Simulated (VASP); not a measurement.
# BiSb3O2 (P4/mmm) in VASP: notebook, part 2 of 2

VASP 6.6.1. The steps go on from the part before.

## (3) Single point, PBE

This run uses another cell than the first one, of 28.90 Å³/atom.

INCAR

```
PREC = Accurate
ENCUT = 520
EDIFF = 1E-6
ISMEAR = 0
SIGMA = 0.1
LREAL = False
LASPH = True
NELM = 80
ALGO = Normal
ISIF = 2
LWAVE = False
LCHARG = False
GGA = PE
NBANDS = 30
```

KPOINTS

```
Automatic mesh
0
Gamma
  6 6 2
```

POSCAR

```
BiSb3O2
1.0
    3.5983997600      0.0000000000      0.0000000000
    0.0000000000      3.5983997600      0.0000000000
    0.0000000000      0.0000000000     13.3903636600
Sb Bi O
3 1 2
Direct
    0.0000000000      0.0000000000      0.6647679800
    0.0000000000      0.0000000000      0.3352320200
    0.5000000000      0.5000000000      0.5000000000
    0.0000000000      0.0000000000      0.0000000000
    0.5000000000      0.5000000000      0.8681410000
    0.5000000000      0.5000000000      0.1318590000
```

Potentials or basis: VASP PAW PBE potentials, release 64 (Sb, Bi_d, O).

Command:

```console
$ cat potpaw_PBE.64/Sb/POTCAR potpaw_PBE.64/Bi_d/POTCAR potpaw_PBE.64/O/POTCAR > POTCAR
$ mpirun -np 1 vasp_std > vasp.out
```

Run time: 2.9 min. Hardware: 1 thread of Oxide Virtual Turin-like, shared host; peak memory 0.29 GiB.

The run converged. Its results:

```yaml
Free_energy: -22.7837 eV
Pressure: -11.1 GPa
Largest_force: 1.636 eV/Å
Band_gap_on_the_k_mesh: zero (bands 21 and 22 overlap by 1.18 eV)
```

Forces in eV/Å, atoms in the order of the input:
```
Sb   0.000  0.000  0.261
Sb   0.000  0.000 -0.261
Sb   0.000  0.000  0.000
Bi   0.000  0.000  0.000
O    0.000  0.000  1.636
O    0.000  0.000 -1.636
```

Stress tensor (GPa, compression positive):
```
-10.43   0.00   0.00
  0.00 -10.43   0.00
  0.00   0.00 -12.46
```

Levels at points of the mesh, in eV from the Fermi level:
```csv
k point,band 19,band 20,band 21,band 22,band 23,band 24
"(0.00, 0.00, 0.00)",-0.12,-0.12,0.43,0.84,1.75,1.75
"(0.50, 0.00, 0.00)",-0.26,-0.20,-0.04,0.86,1.88,2.05
"(0.50, 0.50, 0.00)",-1.01,-0.95,-0.95,-0.70,-0.39,0.11
"(0.00, 0.00, 0.50)",-0.34,-0.09,-0.09,1.38,1.74,1.74
"(0.50, 0.00, 0.50)",-0.26,-0.20,0.17,0.59,2.02,2.05
"(0.50, 0.50, 0.50)",-1.10,-1.10,-0.83,-0.75,-0.46,0.27
```

Caveat: the cell stands under tension; spin-orbit coupling is left out, which moves the levels of the heavy elements; forces of over 1 eV/Å act on the atoms, so gaps and moduli don't describe the material at rest.

## (4) Relaxation of cell and atoms, PBE

This run uses another cell than the first one, of 28.90 Å³/atom.

INCAR

```
ALGO     = Normal         # electronic algorithm
EDIFF    = 1E-7           # SCF threshold, eV
EDIFFG   = -0.04          # ionic threshold
ENCUT    = 600            # plane-wave cutoff, eV
GGA      = PE             # functional
IBRION   = 2              # ionic algorithm
ISIF     = 3              # what is computed and relaxed
ISMEAR   = 0              # smearing method
LASPH    = True           # aspherical terms in the spheres
LCHARG   = False          # write CHGCAR
LREAL    = False          # projectors in reciprocal space
LWAVE    = False          # write WAVECAR
NELM     = 80             # most SCF steps
NSW      = 90             # ionic steps
PREC     = Accurate       # precision mode
SIGMA    = 0.1            # smearing width, eV
```

KPOINTS

```
k-points
0
Gamma
  6 6 2
```

POSCAR is that of step 3.

Command:

```console
$ cat potpaw_PBE.64/Sb/POTCAR potpaw_PBE.64/Bi_d/POTCAR potpaw_PBE.64/O/POTCAR > POTCAR
$ mpirun -np 1 vasp_std > vasp.out
```

Run time: 30 min. Hardware: 1 thread of Oxide Virtual Turin-like, shared host; peak memory 0.36 GiB.

Results (log left out):

| Item | Value |
| --- | --- |
| Free energy | -26.7505 eV |
| Relaxed volume | 20.33 Å³/atom |
| Relaxed cell | a = 3.151 Å, b = 3.151 Å, c = 12.287 Å, α = 90.00°, β = 90.00°, γ = 90.00° |
| Space group after relaxing (to 0.1 Å) | P4/mmm (No. 123) |
| Energy gained by relaxing | 661.0 meV/atom |
| Ionic steps | 15 |
| Pressure after relaxing | -0.1 GPa |
| Largest force after relaxing | 0.030 eV/Å |

Forces on the atoms (eV/Å):
```
Sb   0.000  0.000  0.030
Sb   0.000  0.000 -0.030
Sb   0.000  0.000  0.000
Bi   0.000  0.000  0.000
O    0.000  0.000  0.021
O    0.000  0.000 -0.021
```

Stress tensor (GPa, compression positive):
```
-0.04  0.00  0.00
 0.00 -0.04  0.00
 0.00  0.00 -0.13
```

Step by step:
```csv
step,energy change (eV),largest force (eV/Å),pressure (GPa),volume (Å³)
1,0.0000,1.6363,-11.12,173.38
2,-2.3415,2.2928,0.41,127.74
3,-2.3439,2.3739,1.17,126.48
4,-2.9614,2.1464,2.15,122.31
5,-3.2026,1.3679,9.10,111.95
6,-3.3814,1.4095,5.07,116.39
7,-3.7357,0.2175,-2.89,125.72
8,-3.7357,0.2119,-2.95,125.81
9,-3.9495,0.1227,-0.55,122.24
10,-3.9622,0.0894,0.21,121.39
11,-3.9629,0.0838,0.46,121.12
12,-3.9628,0.0826,0.55,121.03
13,-3.9651,0.0538,-0.12,122.05
14,-3.9651,0.0495,-0.05,121.94
15,-3.9658,0.0304,-0.07,121.96
```

Final structure:
```
Sb Bi O
1.0
     3.15057    0.00000    0.00000
     0.00000    3.15057    0.00000
     0.00000    0.00000   12.28691
Sb Bi O
3 1 2
Direct
  0.00000 0.00000 0.71177
  0.00000 0.00000 0.28823
  0.50000 0.50000 0.50000
  0.00000 0.00000 0.00000
  0.50000 0.50000 0.89283
  0.50000 0.50000 0.10717
```

Levels at points of the mesh, in eV from the Fermi level:
| k point | band 19 | band 20 | band 21 | band 22 | band 23 | band 24 |
| --- | --- | --- | --- | --- | --- | --- |
| (0.00, 0.00, 0.00) | 0.67 | 0.67 | 2.50 | 2.50 | 3.90 | 3.90 |
| (0.50, 0.00, 0.00) | -1.31 | -0.84 | -0.21 | 1.04 | 1.48 | 1.81 |
| (0.50, 0.50, 0.00) | -1.94 | -1.94 | -1.18 | -1.13 | -1.13 | -0.03 |
| (0.00, 0.00, 0.50) | -0.84 | 2.51 | 2.51 | 2.64 | 3.45 | 3.87 |
| (0.50, 0.00, 0.50) | -1.31 | -0.66 | 0.18 | 0.31 | 1.79 | 1.96 |
| (0.50, 0.50, 0.50) | -2.59 | -2.59 | -1.12 | -0.83 | -0.83 | -0.53 |

Caveat: the volume moved by over 15 % at a fixed basis, so the end points are rough; the highest band is partly filled, so the run has too few bands; spin-orbit coupling is left out, which moves the levels of the heavy elements.

## (5) Single point, PBE

INCAR

```
SYSTEM = BiSb3O2
PREC = Accurate ; ENCUT = 520
EDIFF = 1E-6 ; ISMEAR = 0
SIGMA = 0.1 ; LREAL = .False.
LASPH = .True. ; NELM = 60
ALGO = Normal ; ISIF = 2
LWAVE = .False. ; LCHARG = .False.
GGA = PE ; NBANDS = 30
```

KPOINTS

```
regular mesh
0
Gamma
  12 12 4
  0 0 0
```

POSCAR

```
BiSb3O2
1.0
    3.1291986864      0.0000000000      0.0000000000
    0.0000000000      3.1291986864      0.0000000000
    0.0000000000      0.0000000000     12.4794820743
Sb Bi O
3 1 2
Direct
    0.0000000000      0.0000000000      0.7163029880
    0.0000000000      0.0000000000      0.2836970120
    0.5000000000      0.5000000000      0.5000000000
    0.0000000000      0.0000000000      0.0000000000
    0.5000000000      0.5000000000      0.8943480337
    0.5000000000      0.5000000000      0.1056519663
```

Command:

```console
$ cat potpaw_PBE.64/Sb/POTCAR potpaw_PBE.64/Bi_d/POTCAR potpaw_PBE.64/O/POTCAR > POTCAR
$ mpirun -np 1 vasp_std > vasp.out
```

Run time: 8.1 min. Hardware: 1 thread of Oxide Virtual Turin-like, shared host; peak memory 0.39 GiB.

It converged, with:

```yaml
Free_energy: -26.7257 eV
Pressure: -0.3 GPa
Largest_force: 0.020 eV/Å
Band_gap_on_the_k_mesh: zero (bands 21 and 22 overlap by 4.13 eV)
```

Forces on the atoms (eV/Å):
```
Sb   0.000  0.000  0.001
Sb   0.000  0.000 -0.001
Sb   0.000  0.000  0.000
Bi   0.000  0.000  0.000
O    0.000  0.000 -0.020
O    0.000  0.000  0.020
```

Stress tensor (GPa, compression positive):
```
-0.28  0.00  0.00
 0.00 -0.28  0.00
 0.00  0.00 -0.37
```

Levels at points of the mesh, in eV from the Fermi level:
| k point | band 17 | band 18 | band 19 | band 20 | band 21 | band 22 | band 23 | band 24 | band 25 | band 26 |
| --- | --- | --- | --- | --- | --- | --- | --- | --- | --- | --- |
| (0.00, 0.00, 0.00) | -1.47 | -1.33 | 0.46 | 0.47 | 2.69 | 2.69 | 3.99 | 3.99 | 4.18 | 5.20 |
| (0.50, 0.00, 0.00) | -1.56 | -1.46 | -1.38 | -0.96 | -0.31 | 0.72 | 1.44 | 1.53 | 4.68 | 5.50 |
| (0.50, 0.50, 0.00) | -3.49 | -2.79 | -2.01 | -2.01 | -1.43 | -1.43 | -1.28 | -0.01 | 0.02 | 0.29 |
| (0.00, 0.00, 0.50) | -1.47 | -1.38 | -0.93 | 2.49 | 2.70 | 2.70 | 3.00 | 3.96 | 3.96 | 5.23 |
| (0.50, 0.00, 0.50) | -1.70 | -1.56 | -1.38 | -0.80 | -0.07 | 0.26 | 1.48 | 1.83 | 4.88 | 5.50 |
| (0.50, 0.50, 0.50) | -2.97 | -2.80 | -2.65 | -2.65 | -1.24 | -1.10 | -1.10 | -0.46 | -0.03 | 1.18 |

Caveat: spin-orbit coupling is left out, which moves the levels of the heavy elements.

## (6) The runs side by side

```csv
task,cell,k mesh,cutoff (eV),gap on the mesh (eV),pressure (GPa),largest force (eV/Å)
single point,"a = 3.154, b = 3.154, c = 12.282 Å, 6 atoms, atomic positions A",6 × 6 × 2,520,none,-0.4,0.01
single point,"a = 3.598, b = 3.598, c = 13.390 Å, 6 atoms, atomic positions B",6 × 6 × 2,520,none,-11.1,1.64
relaxation of cell and atoms,"relaxed from a = 3.598, b = 3.598, c = 13.390 Å, 6 atoms, atomic positions B",6 × 6 × 2,600,-,-0.1,0.03
single point,"a = 3.129, b = 3.129, c = 12.479 Å, 6 atoms, atomic positions C",12 × 12 × 4,520,none,-0.3,0.02
```

Alike in all rows: level PBE; potentials or basis VASP PAW PBE potentials, release 64 (Sb, Bi_d, O); no spin polarisation; smearing gaussian 0.1 eV.

Caveats: spin-orbit coupling is left out, which moves the levels of the heavy elements; the cell stands under tension (at least some runs); forces of over 1 eV/Å act on the atoms, so gaps and moduli don't describe the material at rest (at least some runs); the volume moved by over 15 % at a fixed basis, so the end points are rough (at least some runs); the highest band is partly filled, so the run has too few bands (at least some runs).

Total energies depend on the potentials used, so only differences within one code and one set of settings carry meaning.
